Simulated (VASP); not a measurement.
Set up this calculation in VASP 6.6.1, as the native input.

```yaml
Task: single point
Functional: PBE
Potentials_or_basis: VASP PAW PBE potentials, release 64 (Si, W_sv)
Cutoff: 520 eV
k_mesh: 2 × 2 × 2
Occupations: methfessel-paxton, width 0.1 eV
Spin: no spin polarisation
Dipole_correction: no
Further_INCAR_settings: LREAL = Auto; ALGO = Normal; EDIFF = 1e-06; NBANDS = 223
```

The structure of Si36W17 (a cell with a defect) lies in POSCAR:

```
Si36W17
1.0
    9.6876021900      0.0000000000      0.0000000000
    0.0000000000      9.6876021900      0.0000000000
   -3.2292007300     -3.2292007300      7.8679106400
Si W
36 17
Direct
    0.1132042021      0.1109781611      0.3337037137
    0.2210919150      0.2239316269      0.1668686974
    0.1117977626      0.1116495319      0.8347341881
    0.2241213150      0.2215235617      0.6661444492
    0.1094859703      0.4499789979      0.3398601131
    0.2226696223      0.5545208830      0.1661958377
    0.1120635528      0.4439508390      0.8341206834
    0.2166328291      0.5570852894      0.6604339116
    0.1100659224      0.7761663540      0.3393523544
    0.2206317965      0.8867100348      0.1654078267
    0.1120728165      0.7781880093      0.8340054050
    0.2160024256      0.8821093604      0.6609349341
    0.4455351234      0.1116341295      0.3358218110
    0.5575576608      0.2236872214      0.1663432720
    0.4429444664      0.1090227243      0.8339459229
    0.5549909472      0.2210991403      0.6644717053
    0.4450999721      0.4425196638      0.3341887218
    0.5549474237      0.5548136444      0.1655663186
    0.4427004147      0.4455143205      0.8334525263
    0.5556132362      0.5534152723      0.6666157307
    0.4448899814      0.7792965700      0.3336925291
    0.5578275500      0.8872035852      0.1668525559
    0.4455168739      0.7779018064      0.8347292312
    0.5554052344      0.8901861159      0.6661276722
    0.7763969981      0.1112064923      0.3341691486
    0.8886964554      0.2210577690      0.1655693690
    0.7794061724      0.1088084463      0.8334334616
    0.8873221080      0.2217282001      0.6665985723
    0.7845011477      0.4506105795      0.3393421865
    0.8884195762      0.5545330338      0.1662679026
    0.7799062960      0.4460058182      0.8348864521
    0.8904492841      0.5565662513      0.6609478981
    0.7838771160      0.7756305965      0.3398691371
    0.8884388680      0.8887810579      0.1662056243
    0.7778338210      0.7781828238      0.8341171246
    0.8909974968      0.8827494290      0.6604464943
    0.0003835152     -0.0013452924     -0.0016194897
    0.0001605233      0.0003977337      0.5000810482
    0.0001193803      0.3340741543      0.0019297372
    0.0003550532      0.3323216159      0.5002264489
    0.0002578827      0.6663672948      0.0001592545
   -0.3337843804      0.6664651973      0.5002178062
    0.3332552236     -0.0006381317      0.0002929621
    0.3330479797     -0.0008618916      0.4988334489
    0.3336408741      0.3329755908      0.0001616694
    0.3338070984      0.3328067477      0.5001650603
    0.3325276701      0.6664935924     -0.0016335976
    0.3342784832      0.6662527877      0.5000868947
    0.6668618663     -0.0002600772      0.0001447652
    0.6667047400     -0.0000832715      0.5001445975
    0.6672611018      0.3333623788      0.0000062278
    0.6674781441      0.3335905694      0.5014614655
    0.6679725713      0.6662296220      0.0019374902
```

One way to write it, as run:

INCAR

```
SYSTEM = Si36W17
ALGO = Normal
EDIFF = 1E-6
ENCUT = 520
GGA = PE
ISIF = 2
ISMEAR = 1
LASPH = .TRUE.
LCHARG = .FALSE.
LREAL = Auto
LUSENCCL = .FALSE.
LWAVE = .FALSE.
NBANDS = 223
NELM = 100
PREC = Accurate
SIGMA = 0.1
```

KPOINTS

```
k-points
0
G
  2 2 2
  0 0 0
```

Potentials or basis: VASP PAW PBE potentials, release 64 (Si, W_sv).

Command:

```sh
$ cat potpaw_PBE.64/Si/POTCAR potpaw_PBE.64/W_sv/POTCAR > POTCAR
$ mpirun -np 1 vasp_std > vasp.out
```

It gave:

| Item | Value |
| --- | --- |
| Pressure | -0.8 GPa |
| Largest force | 0.012 eV/Å |
| Band gap on the k mesh | zero (bands 191 and 192 overlap by 0.80 eV) |

Caveat: the k points lie up to 0.40 Å⁻¹ apart, too coarse for converged energies and pressures of a metal; spin-orbit coupling is left out, which moves the levels of the heavy elements.

Run time: 6.4 min on 1 × NVIDIA H100 80GB with 1 thread of AMD EPYC 7R13 Processor (Zen 3), on a shared host, peak memory 2.1 GiB.
